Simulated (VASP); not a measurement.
# Si3WC2 (Cmmm) in VASP: a series of runs

The runs below take Si3WC2 through single point, relaxation of cell and atoms, with PBE.

Program: VASP 6.6.1. These are calculated values, not measurements. Logs are shortened: lines on timing, memory, paths and dates and some standing lists are left out, and cuts for length are marked.

## Step 1: The cell of the first run

It takes space group Cmmm (No. 65, orthorhombic). The conventional cell has a = 5.547 Å, b = 8.725 Å, c = 2.793 Å, α = 90.00°, β = 90.00°, γ = 90.00°. Within 2.8 Å of Si (site symmetry mmm) lie 2 C at 2.11 Å and 2 W at 2.77 Å and 2 Si at 2.79 Å. Si (site symmetry 2/m) has 4 C at 1.97 Å within 2.6 Å. Within 3.0 Å of W (site symmetry mmm) lie 2 C at 2.25 Å and 10 Si at 2.77 to 2.94 Å and 2 W at 2.79 Å. C (site symmetry m2m) has 5 Si at 1.97 to 2.11 Å and 1 W at 2.25 Å within 2.6 Å.

The cell was generated, and may not be a known phase.

## Step 2: Single point, PBE

INCAR

```
SYSTEM = Si3WC2
ALGO = Normal ; EDIFF = 1E-6
ENCUT = 520 ; GGA = PE
ISIF = 2 ; ISMEAR = 0
LASPH = .TRUE. ; LCHARG = .TRUE.
LELF = .TRUE. ; LREAL = .FALSE.
LVHAR = .TRUE. ; LWAVE = .FALSE.
NBANDS = 26 ; NELM = 60
PREC = Accurate ; SIGMA = 0.1
```

KPOINTS

```
k-points
0
G
  8 8 14
  0 0 0
```

POSCAR

```
Si3WC2
1.0
    2.7734603846     -4.3625473568      0.0000000000
    2.7734603846      4.3625473568      0.0000000000
    0.0000000000      0.0000000000      2.7928998400
Si W C
3 1 2
Direct
    0.0000000000      0.0000000000      0.0000000000
    0.5000000000      0.0000000000      0.5000000000
    0.0000000000      0.5000000000      0.5000000000
    0.5000000000      0.5000000000      0.0000000000
    0.2423727815      0.7576272185      0.0000000000
    0.7576272185      0.2423727815      0.0000000000
```

Potentials or basis: VASP PAW PBE potentials, release 64 (Si, W_sv, C).

Started as:

```sh
$ cat potpaw_PBE.64/Si/POTCAR potpaw_PBE.64/W_sv/POTCAR potpaw_PBE.64/C/POTCAR > POTCAR
$ mpirun -np 1 vasp_std > vasp.out
```

OUTCAR:

```text
SYSTEM = Si3WC2
   EDIFF = 1E-6
   ENCUT = 520
   GGA = PE
   ISIF = 2
   ISMEAR = 0
   LASPH = .TRUE.
   LREAL = .FALSE.
   NELM = 60
   PREC = Accurate

 ion  position               nearest neighbor table
   1  0.000  0.000  0.000-   5 2.11   6 2.11   4 2.77   4 2.77   2 2.94   2 2.94   3 2.94   3 2.94
                             3 2.94   2 2.94   2 2.94   3 2.94
   2  0.500  0.000  0.500-   5 1.97   6 1.97   5 1.97   6 1.97   3 2.77   3 2.77   4 2.94   1 2.94
                             4 2.94   4 2.94   4 2.94   1 2.94   1 2.94   1 2.94
   3  0.000  0.500  0.500-   5 1.97   6 1.97   5 1.97   6 1.97   2 2.77   2 2.77   4 2.94   1 2.94
                             4 2.94   1 2.94   1 2.94   4 2.94   4 2.94   1 2.94
   4  0.500  0.500  0.000-   5 2.25   6 2.25   1 2.77   1 2.77   3 2.94   2 2.94   3 2.94   2 2.94
                             2 2.94   3 2.94   3 2.94   2 2.94
   5  0.242  0.758  0.000-   2 1.97   3 1.97   2 1.97   3 1.97   1 2.11   4 2.25
   6  0.758  0.242  0.000-   2 1.97   3 1.97   2 1.97   3 1.97   1 2.11   4 2.25

  LATTYP: Found a base centered orthorhombic cell.
 ALAT       =     5.5469207692
 B/A-ratio  =     1.5729618426
 C/A-ratio  =     0.5035045490

  Lattice vectors:

 A1 = (   2.7734603846,  -4.3625473568,   0.0000000000)
 A2 = (   2.7734603846,   4.3625473568,   0.0000000000)
 A3 = (   0.0000000000,   0.0000000000,   2.7928998400)

Analysis of symmetry for initial positions (statically):
=====================================================================
 Subroutine PRICEL returns:
 Original cell was already a primitive cell.

 Routine SETGRP: Setting up the symmetry group for a
 base centered orthorhombic supercell.

 Subroutine GETGRP returns: Found  8 space group operations
 (whereof  8 operations were pure point group operations)
 out of a pool of  8 trial point group operations.

The static configuration has the point symmetry D_2h.

Analysis of symmetry for dynamics (positions and initial velocities):
=====================================================================
 Subroutine PRICEL returns:
 Original cell was already a primitive cell.

 Routine SETGRP: Setting up the symmetry group for a
 base centered orthorhombic supercell.

 Subroutine GETGRP returns: Found  8 space group operations
 (whereof  8 operations were pure point group operations)
 out of a pool of  8 trial point group operations.

The dynamic configuration has the point symmetry D_2h.

 Subroutine INISYM returns: Found  8 space group operations
 (whereof  8 operations are pure point group operations),
 and found     1 'primitive' translations

----------------------------------------------------------------------------------------

                                     Primitive cell

  volume of cell :      67.5846

  direct lattice vectors                    reciprocal lattice vectors
     2.773460385 -4.362547357  0.000000000     0.180280203 -0.114611936  0.000000000
     2.773460385  4.362547357  0.000000000     0.180280203  0.114611936  0.000000000
     0.000000000  0.000000000  2.792899840     0.000000000  0.000000000  0.358050792

  length of vectors
     5.169516607  5.169516607  2.792899840     0.213627824  0.213627824  0.358050792

  position of ions in fractional coordinates (direct lattice)
     0.000000000  0.000000000  0.000000000
     0.500000000  0.000000000  0.500000000
     0.000000000  0.500000000  0.500000000
     0.500000000  0.500000000  0.000000000
     0.242372782  0.757627218  0.000000000
     0.757627218  0.242372782  0.000000000

  ion indices of the primitive-cell ions
   primitive index   ion index
                 1           1
                 2           2
                 3           3
                 4           4
                 5           5
                 6           6

----------------------------------------------------------------------------------------

 KPOINTS: k-points

Automatic generation of k-mesh.
 Grid dimensions read from file:
 generate k-points for:    8    8   14

 Generating k-lattice:

  Cartesian coordinates                     Fractional coordinates (reciprocal lattice)
     0.022535025 -0.014326492  0.000000000     0.125000000  0.000000000  0.000000000
     0.022535025  0.014326492  0.000000000     0.000000000  0.125000000  0.000000000
     0.000000000  0.000000000  0.025575057     0.000000000  0.000000000  0.071428571

  Length of vectors
     0.026703478  0.026703478  0.025575057

  Shift w.r.t. Gamma in fractional coordinates (k-lattice)
     0.000000000  0.000000000  0.000000000

 Subroutine IBZKPT returns following result:
 ===========================================

 Found    168 irreducible k-points:

 Following reciprocal coordinates:
            Coordinates               Weight
  0.000000  0.000000  0.000000      1.000000
  0.125000  0.000000  0.000000      4.000000
  0.250000  0.000000  0.000000      4.000000
  0.375000  0.000000  0.000000      4.000000
  0.500000  0.000000  0.000000      2.000000
  0.125000  0.125000  0.000000      2.000000
[... 16 lines left out ...]
  0.125000  0.000000  0.071429      8.000000
  0.250000  0.000000  0.071429      8.000000
 [... further k-points ...]
   k-points           NKPTS =    168   k-points in BZ     NKDIM =    168   number of bands    NBANDS=     26
   number of dos      NEDOS =    301   number of ions     NIONS =      6
   total plane-waves  NPLWV =  38400
   dimension x,y,z NGX =    40 NGY =   40 NGZ =   24
   dimension x,y,z NGXF=    80 NGYF=   80 NGZF=   48
   ions per type =               3   1   2
   NGX,Y,Z   is equivalent  to a cutoff of  12.86, 12.86, 14.29 a.u.
   NGXF,Y,Z  is equivalent  to a cutoff of  25.73, 25.73, 28.57 a.u.
 SYSTEM =  Si3WC2
   PREC   = accura    normal or accurate (medium, high low for compatibility)
   ISTART =      0    job   : 0-new  1-cont  2-samecut
   ICHARG =      2    charge: 1-file 2-atom 10-const
   ISPIN  =      1    spin polarized calculation?
   LNONCOLLINEAR =      F non collinear calculations
   LSORBIT =      F    spin-orbit coupling
   LASPH  =      T    aspherical Exc in radial PAW
   ENCUT  =  520.0 eV  38.22 Ry    6.18 a.u.   9.61  9.61  5.19*2*pi/ulx,y,z
   NELM   =     60;   NELMIN=  2; NELMDL= -5     # of ELM steps
   EDIFF  = 0.1E-05   stopping-criterion for ELM
   LREAL  =      F    real-space projection
   EDIFFG = 0.1E-04   stopping-criterion for IOM
   NSW    =      0    number of steps for IOM
   IBRION =     -1    ionic relax: 0-MD 1-quasi-New 2-CG
   NFREE  =      0    steps in history (QN), initial steepest desc. (CG)
   ISIF   =      2    stress and relaxation
   ISYM   =      2    0-nonsym 1-usesym 2-fastsym
   POTIM  = 0.5000    time-step for ionic-motion
   TEBEG  =    0.0;   TEEND  =   0.0 temperature during run
   PSTRESS=    0.0 pullay stress
   NELECT =      34.0000    total number of electrons
   NUPDOWN=      -1.0000    fix difference up-down
   EMIN   =  10.00;   EMAX   =-10.00  energy-range for DOS
   EFERMI =   0.00;   METHOD = LEGACY
   ISMEAR =     0;   SIGMA  =   0.10  broadening in eV -4-tet -1-fermi 0-gaus
   EFERMI_NEDOS =   21; number of points for ismear=-14 and -15
   IALGO  =     38    algorithm
   IMIX   =      4    mixing-type and parameters
     AMIX     =   0.40;   BMIX     =  1.00
     AMIX_MAG =   1.60;   BMIX_MAG =  1.00
  volume/ion in A,a.u.               =      11.26        76.01
  Fermi-wavevector in a.u.,A,eV,Ry     =   1.302023  2.460467 23.065464  1.695264
  Thomas-Fermi vector in A             =   2.433118
   LORBIT       =      0    0 simple, 1 ext, 2 COOP (PROOUT), +10 PAW based schemes
   GGA     = PE    functional components
   LHFCALC =     F    Hartree Fock is set to
   AEXX    =    0.0000 exact exchange contribution
   IVDW    =     0    specifies the selected vdW correction
   LEPSILON=     F    determine dielectric tensor
   LRPA    =     F    only Hartree local field effects (RPA)
 non-spin polarized calculation
 Gauss-broadening in eV      SIGMA  =   0.10
  energy-cutoff  :      520.00
  volume of cell :       67.58
 maximum number of plane-waves:      1840
 NGX is ok and might be reduce to    40
   NGX = 19   NGY = 19   NGZ = 11

 number of electron      34.0000003 magnetization

 Free energy of the ion-electron system (eV)
  ---------------------------------------------------
  ext. energy  EPLUGINS =         0.00000000
  ---------------------------------------------------
  free energy    TOTEN  =       -42.93120055 eV

  energy without entropy =      -42.91463800  energy(sigma->0) =      -42.92291927

 E-fermi :  10.9006     XC(G=0): -12.2699

 val. band max:       10.8965144670   @ k =  -0.3750   0.1250   0.5000
 cond. band min:      10.9088225905   @ k =   0.5000   0.1250   0.4286
 fundamental gap:      0.0123081235
 Fermi energy:        10.9005694603

 k-point     1 :       0.0000    0.0000    0.0000
  band No.  band energies     occupation
      1     -63.3659      2.00000
      2     -27.7358      2.00000
      3     -27.5920      2.00000
      4     -27.0810      2.00000
      5      -6.0866      2.00000
      6      -2.3636      2.00000
[... 18 lines left out ...]
     25      17.0190      0.00000
     26      17.4396      0.00000

 k-point     2 :       0.1250    0.0000    0.0000
  band No.  band energies     occupation
      1     -63.3659      2.00000
      2     -27.7360      2.00000
      3     -27.5922      2.00000
      4     -27.0810      2.00000
      5      -6.0004      2.00000
      6      -2.7407      2.00000
[... 18 lines left out ...]
     25      17.2397      0.00000
     26      17.2682      0.00000

 k-point     3 :       0.2500    0.0000    0.0000
  band No.  band energies     occupation
      1     -63.3659      2.00000
      2     -27.7364      2.00000
      3     -27.5925      2.00000
      4     -27.0810      2.00000
      5      -5.7466      2.00000
      6      -3.4417      2.00000
[... 18 lines left out ...]
     25      17.8332      0.00000
     26      18.0325      0.00000

 k-point     4 :       0.3750    0.0000    0.0000
  band No.  band energies     occupation
      1     -63.3658      2.00000
      2     -27.7368      2.00000
      3     -27.5928      2.00000
      4     -27.0810      2.00000
      5      -5.3394      2.00000
      6      -4.1541      2.00000
[... 18 lines left out ...]
     25      18.3456      0.00000
     26      18.3759      0.00000

 k-point     5 :       0.5000    0.0000    0.0000
  band No.  band energies     occupation
      1     -63.3658      2.00000
      2     -27.7369      2.00000
      3     -27.5929      2.00000
      4     -27.0810      2.00000
      5      -4.8290      2.00000
      6      -4.7692      2.00000
[... 18 lines left out ...]
     25      18.1731      0.00000
     26      18.4679      0.00000

 k-point     6 :       0.1250    0.1250    0.0000
  band No.  band energies     occupation
      1     -63.3658      2.00000
      2     -27.7361      2.00000
      3     -27.5924      2.00000
      4     -27.0810      2.00000
      5      -5.8232      2.00000
      6      -3.3415      2.00000
[... 427 lines left out ...]
 k-point    21 :       0.5000    0.5000    0.0000
  band No.  band energies     occupation
      1     -63.3659      2.00000
      2     -27.7381      2.00000
      3     -27.5927      2.00000
      4     -27.0810      2.00000
      5      -5.4480      2.00000
      6      -3.0918      2.00000
[... 18 lines left out ...]
     25      16.7695      0.00000
     26      17.1658      0.00000

 k-point    22 :       0.0000    0.0000    0.0714
  band No.  band energies     occupation
      1     -63.3636      2.00000
      2     -27.7317      2.00000
      3     -27.5882      2.00000
      4     -27.1184      2.00000
      5      -6.0015      2.00000
      6      -2.2921      2.00000
[... 18 lines left out ...]
     25      17.0542      0.00000
     26      17.8978      0.00000

 k-point    23 :       0.1250    0.0000    0.0714
  band No.  band energies     occupation
      1     -63.3636      2.00000
      2     -27.7319      2.00000
      3     -27.5883      2.00000
      4     -27.1184      2.00000
      5      -5.9156      2.00000
      6      -2.6667      2.00000
[... 18 lines left out ...]
     25      17.1773      0.00000
     26      17.7002      0.00000

 k-point    24 :       0.2500    0.0000    0.0714
  band No.  band energies     occupation
      1     -63.3636      2.00000
      2     -27.7322      2.00000
      3     -27.5886      2.00000
      4     -27.1184      2.00000
      5      -5.6626      2.00000
      6      -3.3648      2.00000
[... 18 lines left out ...]
     25      17.5462      0.00000
     26      17.6991      0.00000

 [... further k-points ...]
[... 5 lines left out ...]
  --------------------------------------------------------------------------------------
  -------------------------------------------------------------------------------------
  Total        0.0422883      0.0791924      0.0605291     -0.0000000      0.0000000      0.0000000
  in kB        1.0024964      1.8773564      1.4349187     -0.0000000      0.0000000      0.0000000
  external PRESSURE =       1.4382572 kB  Pullay stress =       0.0000000 kB

 VOLUME and BASIS-vectors are now :
 -----------------------------------------------------------------------------
  energy-cutoff  :      520.00
  volume of cell :       67.58
      direct lattice vectors                 reciprocal lattice vectors
     2.773460385 -4.362547357  0.000000000     0.180280203 -0.114611936  0.000000000
     2.773460385  4.362547357  0.000000000     0.180280203  0.114611936  0.000000000
     0.000000000  0.000000000  2.792899840     0.000000000  0.000000000  0.358050792

 POSITION                                       TOTAL-FORCE (eV/Angst)
 -----------------------------------------------------------------------------------
      0.00000      0.00000      0.00000        -0.000000      0.000000      0.000000
      1.38673     -2.18127      1.39645         0.000000      0.000000      0.000000
      1.38673      2.18127      1.39645         0.000000      0.000000      0.000000
      2.77346      0.00000      0.00000         0.000000      0.000000      0.000000
      2.77346      2.24782      0.00000         0.000000      0.013470     -0.000000
      2.77346     -2.24782      0.00000         0.000000     -0.013470      0.000000
 -----------------------------------------------------------------------------------
    total drift:                                0.000000      0.000000     -0.000000

  FREE ENERGIE OF THE ION-ELECTRON SYSTEM (eV)
  ---------------------------------------------------
  free  energy   TOTEN  =       -42.9312005475 eV

  energy  without entropy=      -42.9146379990  energy(sigma->0) =      -42.92291927
```

Wall time 1.7 min (1 thread of Intel Xeon 6975P-C (Granite Rapids), shared host); peak memory 0.38 GiB.

Results:

| Item | Value |
| --- | --- |
| Free energy | -42.9312 eV |
| Pressure | 0.1 GPa |
| Largest force | 0.013 eV/Å |
| Band gap on the k mesh | zero (bands 17 and 18 overlap by 2.64 eV) |

Forces in eV/Å, atoms in the order of the input:
```
Si   0.000  0.000  0.000
Si   0.000  0.000  0.000
Si   0.000  0.000  0.000
W    0.000  0.000  0.000
C    0.000  0.013  0.000
C    0.000 -0.013  0.000
```

Caveat: spin-orbit coupling is left out, which moves the levels of the heavy elements.

## Step 3: Relaxation of cell and atoms, PBE

INCAR

```
PREC = Accurate
ENCUT = 600
EDIFF = 1E-7
ISMEAR = 0
SIGMA = 0.1
LREAL = F
LASPH = T
NELM = 100
ALGO = Normal
ISIF = 3
LWAVE = F
LCHARG = F
GGA = PE
IBRION = 2
NSW = 100
EDIFFG = -0.01
```

KPOINTS

```
Automatic mesh
0
Gamma
  8 8 14
```

POSCAR

```
Si3WC2
1.0
    2.8001652637     -4.3164844712      0.0000000000
    2.8001652637      4.3164844712      0.0000000000
    0.0000000000      0.0000000000      2.7980426097
Si W C
3 1 2
Direct
    0.0000000000      0.0000000000      0.0000000000
    0.5000000000      0.0000000000      0.5000000000
    0.0000000000      0.5000000000      0.5000000000
    0.5000000000      0.5000000000      0.0000000000
    0.2424722631      0.7575277369      0.0000000000
    0.7575277369      0.2424722631      0.0000000000
```

Potentials or basis: VASP PAW PBE potentials, release 64 (Si, W_sv, C).

Started as:

```sh
$ cat potpaw_PBE.64/Si/POTCAR potpaw_PBE.64/W_sv/POTCAR potpaw_PBE.64/C/POTCAR > POTCAR
$ mpirun -np 1 vasp_std > vasp.out
```

It took 11 min on 1 thread of Intel Xeon 6975P-C (Granite Rapids), shared host; peak memory 0.42 GiB.

Results (log left out):

```
Free energy                           : -42.9341 eV
Relaxed volume                        : 11.27 Å³/atom
Relaxed cell                          : a = 5.171 Å, b = 5.171 Å, c = 2.793 Å, α = 90.00°, β = 90.00°, γ = 115.13°
Space group after relaxing (to 0.1 Å) : Cmmm (No. 65)
Energy gained by relaxing             : 1.7 meV/atom
Ionic steps                           : 9
Pressure after relaxing               : 0.0 GPa
Band gap on the k mesh                : zero (bands 17 and 18 overlap by 2.65 eV)
```

Step by step:
| step | energy change (eV) | largest force (eV/Å) | pressure (GPa) | volume (Å³) |
| --- | --- | --- | --- | --- |
| 1 | 0.0000 | 0.1222 | -0.42 | 67.64 |
| 2 | -0.0088 | 0.0161 | 0.54 | 67.34 |
| 3 | -0.0088 | 0.0123 | 0.57 | 67.33 |
| 4 | -0.0097 | 0.0472 | -0.35 | 67.68 |
| 5 | -0.0098 | 0.0321 | -0.12 | 67.59 |
| 6 | -0.0099 | 0.0218 | 0.09 | 67.54 |
| 7 | -0.0099 | 0.0224 | 0.08 | 67.54 |
| 8 | -0.0100 | 0.0134 | 0.05 | 67.57 |
| 9 | -0.0100 | 0.0008 | 0.01 | 67.61 |

Final structure:
```yaml
crystal:
  lattice:
    - [2.77327, -4.36429, 0.00000]
    - [2.77327, 4.36429, 0.00000]
    - [0.00000, 0.00000, 2.79298]
  atoms:
    - { symbol: Si, position: [0.00000, 0.00000, 0.00000] }
    - { symbol: Si, position: [0.50000, 0.00000, 0.50000] }
    - { symbol: Si, position: [0.00000, 0.50000, 0.50000] }
    - { symbol: W, position: [0.50000, 0.50000, 0.00000] }
    - { symbol: C, position: [0.24223, 0.75777, 0.00000] }
    - { symbol: C, position: [0.75777, 0.24223, 0.00000] }
```

Levels at points of the mesh, in eV from the Fermi level:
```tsv
k point	band 14	band 15	band 16	band 17	band 18	band 19	band 20	band 21
(0.00, 0.00, 0.00)	-2.45	-1.67	-0.22	0.11	1.85	2.21	3.34	4.59
(0.50, 0.00, 0.00)	-2.23	-2.13	-0.56	0.88	1.64	2.46	2.85	3.36
(0.50, 0.50, 0.00)	-2.71	-1.72	-1.31	0.25	1.27	1.66	2.52	4.60
(0.00, 0.00, 0.50)	-3.88	-3.09	-1.79	-1.73	-0.13	1.03	1.73	1.79
(0.50, 0.00, 0.50)	-2.36	-2.31	-2.09	-0.67	-0.47	0.68	0.91	0.94
(0.50, 0.50, 0.50)	-1.95	-1.89	-1.73	-0.64	-0.26	1.33	1.91	2.20
```

Caveat: spin-orbit coupling is left out, which moves the levels of the heavy elements.
